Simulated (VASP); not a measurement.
Here is a VASP 6.6.1 calculation.

The input INCAR:

```
SYSTEM = Sn
PREC     = Accurate       ! precision mode
ENCUT    = 520            ! plane-wave cutoff, eV
EDIFF    = 1E-7           ! SCF threshold, eV
ISMEAR   = 0              ! smearing method
SIGMA    = 0.1            ! smearing width, eV
LREAL    = .FALSE.        ! projectors in reciprocal space
LASPH    = .TRUE.         ! aspherical terms in the spheres
NELM     = 80             ! most SCF steps
ALGO     = Normal         ! electronic algorithm
ISIF     = 2              ! what is computed and relaxed
LWAVE    = .FALSE.        ! write WAVECAR
LCHARG   = .FALSE.        ! write CHGCAR
LDIPOL   = .TRUE.       
IDIPOL   = 3            
DIPOL    = 0.5 0.5 0.500
GGA      = PS             ! functional
IBRION   = 2              ! ionic algorithm
NSW      = 90             ! ionic steps
EDIFFG   = -0.03          ! ionic threshold
KPAR     = 4
```

Contents of KPOINTS:

```
regular mesh
0
G
  9 9 1
  0 0 0
```

The input POSCAR:

```
Sn
1.0
    4.6255803525      0.0000000000      0.0000000000
   -2.3127901763      4.0058700925      0.0000000000
    0.0000000000      0.0000000000     25.4977337210
Sn
6
Selective dynamics
Direct
    0.3333333333      0.6666666667      0.3333629605  F F F
    0.0000000000      0.0000000000      0.3703934137  F F F
    0.0000000000      0.0000000000      0.4814847734  F F F
    0.6666666667      0.3333333333      0.5185152266  T T T
    0.6666666667      0.3333333333      0.6296065863  T T T
    0.3333333333      0.6666666667      0.6666370395  T T T
```

Potentials or basis: VASP PAW PBE potentials, release 64 (Sn_d).

Command:

```bash
$ cat potpaw_PBE.64/Sn_d/POTCAR > POTCAR
$ mpirun -np 4 vasp_std > vasp.out
```

(1) Predict the band gap on the k mesh.

(2) Predict the energy gained by relaxing.

## Answers

(1) zero (bands 42 and 43 overlap by 0.14 eV).

(2) 0.8 meV/atom.

Caveat: spin-orbit coupling is left out, which moves the levels of the heavy elements.
